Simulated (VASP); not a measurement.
Runs of VASP 6.6.1 on ZnGe3. The structure is that of space group Pm-3m (No. 221), or close to it. The cells are those of the table. 

```csv
task,cell,gap on the mesh (eV),pressure (GPa)
single point,"a = 4.188 Å, 4 atoms",none,0.1
single point,"a = 4.208 Å, 4 atoms",none,(a)
single point,"a = 4.167 Å, 4 atoms",none,1.0
relaxation of cell and atoms,"relaxed from a = 4.188 Å, 4 atoms",none,0.0
```

Alike in all rows: level PBE; potentials or basis VASP PAW PBE potentials, release 64 (Zn, Ge_d); no spin polarisation; k mesh 4 × 4 × 4; cutoff (eV) 500; smearing fermi-dirac 0.05 eV.

**Question.** Estimate the missing entries.

**Answer.** (a) -0.9.

Caveats: all runs use coarse meshes; the relaxation stopped at its first step, so nothing moved (at least some runs).

A k mesh can miss the band edges, and the runs leave out spin-orbit coupling on Ge.

A gap of «none» marks levels without a gap at the run's occupations.
